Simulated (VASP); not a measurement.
# LiBe16 (a cell with a defect) in VASP: a series of runs, part 2 of 3

VASP 6.6.1.

### 3 Single point, PBE+D3(BJ)

INCAR reads:

```
SYSTEM = LiBe16
ALGO = Normal
EDIFF = 1E-7
ENCUT = 520
GGA = PE
ISIF = 2
ISMEAR = 0
IVDW = 12
LASPH = .TRUE.
LCHARG = .FALSE.
LREAL = Auto
LWAVE = .FALSE.
NBANDS = 32
NELM = 100
PREC = Accurate
SIGMA = 0.1
```

KPOINTS reads:

```
k-points
0
G
  4 4 3
  0 0 0
```

POSCAR reads:

```
LiBe16
1.0
   -2.2900000000     -3.9663960000      0.0000000000
    3.4350000000     -1.9831980000      0.0000000000
    0.0000000000      0.0000000000      7.1768600000
Be Li
16 1
Direct
    0.7522695264      0.4913211690     -0.0040220932
    0.5038273464      0.3249343881      0.2351050459
    0.7448227470      0.4992547571      0.4834043022
    0.5663091815      0.2614905460      0.7445832857
    0.5049720082     -0.0265354006      0.0070066854
    0.2554672345      0.8278244446      0.2622901938
    0.5287849783      0.0090124018      0.4852760121
    0.2056212976      1.0356668913      0.7969469935
    0.2516154190      0.4654813128     -0.0198409890
   -0.0010602684      0.3310730670      0.2389968594
    0.2464591964      0.4237591149      0.4663336055
   -0.0117194257      0.4107224207      0.7221995413
   -0.0055978287     -0.0216064127      0.0302614235
    0.7569370245      0.8242520484      0.2526053176
    0.0100862147     -0.0421893940      0.5221213734
    0.7951084670      0.8430333012      0.7715782390
    0.3922601178      0.6762854934      0.6907030373
```

Potentials or basis: VASP PAW PBE potentials, release 64 (Be, Li_sv).

Command:

```bash
$ cat potpaw_PBE.64/Be/POTCAR potpaw_PBE.64/Li_sv/POTCAR > POTCAR
$ mpirun -np 1 vasp_std > vasp.out
```

OUTCAR:

```text
SYSTEM = LiBe16
   EDIFF = 1E-7
   ENCUT = 520
   GGA = PE
   ISIF = 2
   ISMEAR = 0
   IVDW = 12
   LASPH = .TRUE.
   LREAL = Auto
   NELM = 100
   PREC = Accurate
 IVDW          = 12

 ion  position               nearest neighbor table
   1  0.752  0.491  0.996-  16 2.14   2 2.16  10 2.17   4 2.19   5 2.22  13 2.24  12 2.27  14 2.27
                             9 2.29   9 2.30  13 2.33   5 2.35
   2  0.504  0.325  0.235-  11 2.07   5 2.15   1 2.16   7 2.19   3 2.21   9 2.23  10 2.27   6 2.28
                            14 2.30  14 2.30   6 2.30  10 2.31
   3  0.745  0.499  0.483-  12 2.07  14 2.10   7 2.18  15 2.20   2 2.21  10 2.21   7 2.25   4 2.25
                            17 2.31  11 2.31  11 2.32
   4  0.566  0.261  0.745-  17 1.87   8 1.92  16 1.97  12 2.03   7 2.12   1 2.19   5 2.22   3 2.25
                             9 2.36  17 2.48
   5  0.505  0.973  0.007-   8 2.05   2 2.15  14 2.19  16 2.21   4 2.22   1 2.22   6 2.24  13 2.25
                             9 2.28   9 2.33  13 2.34   1 2.35
   6  0.255  0.828  0.262-  13 2.14   7 2.16  11 2.17   5 2.24  15 2.24  14 2.28   2 2.28  14 2.30
                            10 2.30   2 2.30  10 2.32
   7  0.529  0.009  0.485-  17 2.08  11 2.10  14 2.10   4 2.12   6 2.16   3 2.18   2 2.19  15 2.23
                             3 2.25
   8  0.206  0.036  0.797-  17 1.83  12 1.87   4 1.92  13 1.95  16 2.04   5 2.05   9 2.16  15 2.19
[... 17 lines left out ...]
  17  0.392  0.676  0.691-   8 1.83   4 1.87  11 2.01  16 2.04   7 2.08  12 2.14   3 2.31   9 2.33
                            15 2.40   4 2.48

  LATTYP: Found a simple orthorhombic cell.
 ALAT       =     3.9663962620
 B/A-ratio  =     1.1547004875
 C/A-ratio  =     1.8094157835

  Lattice vectors:

 A1 = (  -3.4350000000,   1.9831980000,   0.0000000000)
 A2 = (  -2.2900000000,  -3.9663960000,   0.0000000000)
 A3 = (   0.0000000000,   0.0000000000,   7.1768600000)

Analysis of symmetry for initial positions (statically):
=====================================================================
 Subroutine PRICEL returns:
 Original cell was already a primitive cell.

 Routine SETGRP: Setting up the symmetry group for a
 simple orthorhombic supercell.

 Subroutine GETGRP returns: Found  1 space group operations
 (whereof  1 operations were pure point group operations)
 out of a pool of  8 trial point group operations.

The static configuration has the point symmetry C_1 .

Analysis of symmetry for dynamics (positions and initial velocities):
=====================================================================
 Subroutine PRICEL returns:
 Original cell was already a primitive cell.

 Routine SETGRP: Setting up the symmetry group for a
 simple orthorhombic supercell.

 Subroutine GETGRP returns: Found  1 space group operations
 (whereof  1 operations were pure point group operations)
 out of a pool of  8 trial point group operations.

The dynamic configuration has the point symmetry C_1 .

 Subroutine INISYM returns: Found  1 space group operations
 (whereof  1 operations are pure point group operations),
 and found     1 'primitive' translations

----------------------------------------------------------------------------------------

[... 83 lines left out ...]
  0.250000  0.250000  0.000000      2.000000
 -0.250000  0.250000  0.000000      2.000000
[... 16 lines left out ...]
  0.000000  0.500000  0.333333      2.000000
  0.250000  0.500000  0.333333      2.000000
 [... further k-points ...]
   k-points           NKPTS =     26   k-points in BZ     NKDIM =     26   number of bands    NBANDS=     32
   number of dos      NEDOS =    301   number of ions     NIONS =     17
   total plane-waves  NPLWV =  58320
   dimension x,y,z NGX =    36 NGY =   30 NGZ =   54
   dimension x,y,z NGXF=    72 NGYF=   60 NGZF=  108
   ions per type =              16   1
   NGX,Y,Z   is equivalent  to a cutoff of  13.07, 12.57, 12.51 a.u.
   NGXF,Y,Z  is equivalent  to a cutoff of  26.13, 25.15, 25.02 a.u.
 SYSTEM =  LiBe16
   PREC   = accura    normal or accurate (medium, high low for compatibility)
   ISTART =      0    job   : 0-new  1-cont  2-samecut
   ICHARG =      2    charge: 1-file 2-atom 10-const
   ISPIN  =      1    spin polarized calculation?
   LNONCOLLINEAR =      F non collinear calculations
   LSORBIT =      F    spin-orbit coupling
   LASPH  =      T    aspherical Exc in radial PAW
   ENCUT  =  520.0 eV  38.22 Ry    6.18 a.u.   8.52  7.37 13.34*2*pi/ulx,y,z
   NELM   =    100;   NELMIN=  2; NELMDL= -5     # of ELM steps
   EDIFF  = 0.1E-06   stopping-criterion for ELM
   LREAL  =      T    real-space projection
   EDIFFG = 0.1E-05   stopping-criterion for IOM
   NSW    =      0    number of steps for IOM
   IBRION =     -1    ionic relax: 0-MD 1-quasi-New 2-CG
   NFREE  =      0    steps in history (QN), initial steepest desc. (CG)
   ISIF   =      2    stress and relaxation
   ISYM   =      2    0-nonsym 1-usesym 2-fastsym
   POTIM  = 0.5000    time-step for ionic-motion
   TEBEG  =    0.0;   TEEND  =   0.0 temperature during run
   PSTRESS=    0.0 pullay stress
   NELECT =      35.0000    total number of electrons
   NUPDOWN=      -1.0000    fix difference up-down
   EMIN   =  10.00;   EMAX   =-10.00  energy-range for DOS
   EFERMI =   0.00;   METHOD = LEGACY
   ISMEAR =     0;   SIGMA  =   0.10  broadening in eV -4-tet -1-fermi 0-gaus
   EFERMI_NEDOS =   21; number of points for ismear=-14 and -15
   IALGO  =     38    algorithm
   IMIX   =      4    mixing-type and parameters
     AMIX     =   0.40;   BMIX     =  1.00
     AMIX_MAG =   1.60;   BMIX_MAG =  1.00
  volume/ion in A,a.u.               =       7.67        51.75
  Fermi-wavevector in a.u.,A,eV,Ry     =   1.056085  1.995711 15.174786  1.115315
  Thomas-Fermi vector in A             =   2.191307
   LORBIT       =      0    0 simple, 1 ext, 2 COOP (PROOUT), +10 PAW based schemes
   GGA     = PE    functional components
   LHFCALC =     F    Hartree Fock is set to
   AEXX    =    0.0000 exact exchange contribution
   IVDW    =    12    specifies the selected vdW correction
   LEPSILON=     F    determine dielectric tensor
   LRPA    =     F    only Hartree local field effects (RPA)
 non-spin polarized calculation
 Gauss-broadening in eV      SIGMA  =   0.10
  energy-cutoff  :      520.00
  volume of cell :      130.38
 maximum number of plane-waves:      3529
 NGX is ok and might be reduce to    36
   NGX = 17   NGY = 15   NGZ = 27

 number of electron      35.0000007 magnetization

 Free energy of the ion-electron system (eV)
  ---------------------------------------------------
  ext. energy  EPLUGINS =         0.00000000
  ---------------------------------------------------
  free energy    TOTEN  =       -57.22874732 eV

  energy without entropy =      -57.21818626  energy(sigma->0) =      -57.22346679

 E-fermi :   7.1789     XC(G=0): -10.6555

 val. band max:        7.1496985042   @ k =   0.2500   0.0000   0.0000
 cond. band min:       7.1799375278   @ k =   0.2500   0.2500   0.0000
 fundamental gap:      0.0302390236
 Fermi energy:         7.1789453409

 k-point     1 :       0.0000    0.0000    0.0000
  band No.  band energies     occupation
      1     -39.0032      2.00000
      2      -4.0673      2.00000
      3      -2.1241      2.00000
      4      -1.8507      2.00000
      5       1.0252      2.00000
      6       1.1296      2.00000
[... 757 lines left out ...]
     28      13.2895      0.00000
     29      13.5786      0.00000

 [... further k-points ...]

 [bands above 29 left out]

------------------------ aborting loop because EDIFF is reached ----------------------------------------

 Edisp (eV)   -6.29321

 E8    (eV) :    -2.2097

  FORCE on cell =-STRESS in cart. coord.  units (eV):
  Direction    XX          YY          ZZ          XY          YZ          ZX
  --------------------------------------------------------------------------------------
  -------------------------------------------------------------------------------------
  Total       5.19571    -0.06698     5.57306    -1.03918     0.03554     0.78666
  in kB      63.84985    -0.82309    68.48697   -12.77044     0.43677     9.66717
  external pressure =       43.84 kB  Pullay stress =        0.00 kB

 VOLUME and BASIS-vectors are now :
 -----------------------------------------------------------------------------
  energy-cutoff  :      520.00
  volume of cell :      130.38
      direct lattice vectors                 reciprocal lattice vectors
    -2.290000000 -3.966396000  0.000000000    -0.109170306 -0.189088533  0.000000000
     3.435000000 -1.983198000  0.000000000     0.218340611 -0.126059022  0.000000000
     0.000000000  0.000000000  7.176860000     0.000000000  0.000000000  0.139336702

 POSITION                                       TOTAL-FORCE (eV/Angst)
 -----------------------------------------------------------------------------------
     -0.03501     -3.95819      7.14799        -0.015819      0.023194     -0.027296
     -0.03762     -2.64279      1.68732        -0.060542      0.036699     -0.046720
      0.00930     -3.94438      3.46933         0.051632      0.102744     -0.004782
     -0.39863     -2.76479      5.34377        -0.153371     -0.039055     -0.072092
      2.18747     -3.93349      0.05029        -0.049708      0.023816     -0.054646
      2.25856     -2.65502      1.88242        -0.068274      0.027202     -0.084604
[... 9 lines left out ...]
      1.07502     -4.82562      5.53751        -0.043626     -0.099277     -0.008125
      1.42477     -2.89707      4.95708         0.007817      0.000171      0.427015
 -----------------------------------------------------------------------------------
    total drift:                               -0.001532     -0.001279      0.003970

  FREE ENERGIE OF THE ION-ELECTRON SYSTEM (eV)
  ---------------------------------------------------
  free  energy   TOTEN  =       -63.5219547765 eV

  energy  without entropy=      -63.5113937127  energy(sigma->0) =      -63.51667424
```

Wall time 3.9 min (1 thread of Intel Xeon Platinum 8375C at 2.90GHz (Ice Lake), shared host); peak memory 0.26 GiB.

What came out:

- Free energy: -63.5220 eV
- Largest force: 0.427 eV/Å
- Dispersion energy per atom: -0.370 eV

Forces in eV/Å, atoms in the order of the input:
```
Be  -0.016  0.023 -0.027
Be  -0.061  0.037 -0.047
Be   0.052  0.103 -0.005
Be  -0.153 -0.039 -0.072
Be  -0.050  0.024 -0.055
Be  -0.068  0.027 -0.085
Be  -0.076  0.147 -0.068
Be   0.280 -0.071 -0.014
Be  -0.041  0.032 -0.036
Be  -0.036 -0.010  0.054
Be   0.141 -0.164  0.031
Be   0.106  0.010 -0.043
Be  -0.024  0.022  0.023
Be  -0.027  0.011 -0.020
Be   0.008 -0.053 -0.055
Be  -0.044 -0.099 -0.008
Li   0.008  0.000  0.427
```

Caveat: the k points lie up to 0.40 Å⁻¹ apart; the cutoff is under 1.25 times the usual one of these potentials, so pressure, stress and relaxed cells hold a basis-set (Pulay) error.

### 4 Single point, PBE+D3(BJ)

INCAR reads:

```
  ALGO = Normal
  EDIFF = 1E-6
  ENCUT = 520
  GGA = PE
  ISIF = 2
  ISMEAR = 0
  IVDW = 12
  LASPH = T
  LCHARG = F
  LREAL = Auto
  LWAVE = F
  NBANDS = 32
  NELM = 80
  PREC = Accurate
  SIGMA = 0.1
```

KPOINTS reads:

```
k-points
0
Gamma
  4 4 3
```

POSCAR reads:

```
LiBe16
1.0
   -2.2900000000     -3.9663960000      0.0000000000
    3.4350000000     -1.9831980000      0.0000000000
    0.0000000000      0.0000000000      7.1768600000
Be Li
16 1
Direct
    0.7363838166      0.4951362271      0.0154833730
    0.5079809084      0.3026967337      0.2554415162
    0.7514172304      0.4838895073      0.5052775169
    0.5749918410      0.2763570061      0.7645077374
    0.5146761166     -0.0168855002      0.0080825040
    0.2619498251      0.7962751381      0.2406466059
    0.5049251885     -0.0221683605      0.4934872632
    0.1976925096      1.0970963165      0.7174090062
    0.2580801391      0.4316976764      0.0098949959
    0.0048688144      0.3048764440      0.2478908603
    0.2531256134      0.4457702052      0.4956801442
   -0.0247759614      0.4634425177      0.7753916058
    0.0102304752     -0.0529473688     -0.0181115418
    0.7586428587      0.8117540456      0.2470892563
    0.0127609661     -0.0494484389      0.4736220297
    0.7933555958      0.8748367728      0.7277484861
    0.3806073202      0.6912651422      0.7585073417
```

Command:

```bash
$ cat potpaw_PBE.64/Be/POTCAR potpaw_PBE.64/Li_sv/POTCAR > POTCAR
$ mpirun -np 1 vasp_std > vasp.out
```

Run time: 3.2 min. Hardware: 1 thread of Intel Xeon Platinum 8375C at 2.90GHz (Ice Lake), shared host; peak memory 0.26 GiB.

The run converged. Its results:

- Free energy: -63.7660 eV
- Largest force: 0.085 eV/Å
- Dispersion energy per atom: -0.370 eV

Forces in eV/Å, atoms in the order of the input:
```
Be   0.005 -0.002 -0.008
Be  -0.009  0.000 -0.010
Be  -0.006  0.002 -0.013
Be  -0.020 -0.030 -0.005
Be  -0.002  0.000 -0.011
Be  -0.006 -0.007  0.004
Be   0.000 -0.011 -0.010
Be   0.075 -0.010  0.040
Be  -0.012  0.010 -0.017
Be  -0.008  0.002 -0.002
Be  -0.014  0.022 -0.015
Be   0.037 -0.019 -0.006
Be  -0.010 -0.006  0.039
Be  -0.008 -0.008  0.012
Be  -0.033  0.021  0.029
Be  -0.009  0.013  0.007
Li   0.020  0.022 -0.034
```

Levels at points of the mesh, in eV from the Fermi level:
| k point | band 14 | band 15 | band 16 | band 17 | band 18 | band 19 | band 20 | band 21 |
| --- | --- | --- | --- | --- | --- | --- | --- | --- |
| (0.00, 0.00, 0.00) | -3.39 | -3.28 | -1.22 | -0.17 | 0.31 | 0.58 | 0.82 | 1.50 |
| (0.50, 0.00, 0.00) | -2.27 | -2.04 | -1.77 | -1.36 | -0.12 | -0.03 | 0.22 | 0.76 |
| (0.00, 0.50, 0.00) | -3.52 | -3.00 | -2.54 | -2.31 | -0.38 | 0.48 | 1.20 | 1.28 |
| (0.50, 0.50, 0.00) | -1.22 | -1.01 | -0.86 | -0.08 | 0.28 | 0.62 | 0.77 | 1.52 |

Caveat: the k points lie up to 0.40 Å⁻¹ apart; the cutoff is under 1.25 times the usual one of these potentials, so pressure, stress and relaxed cells hold a basis-set (Pulay) error.

(Part 2 of 3 ends here.)
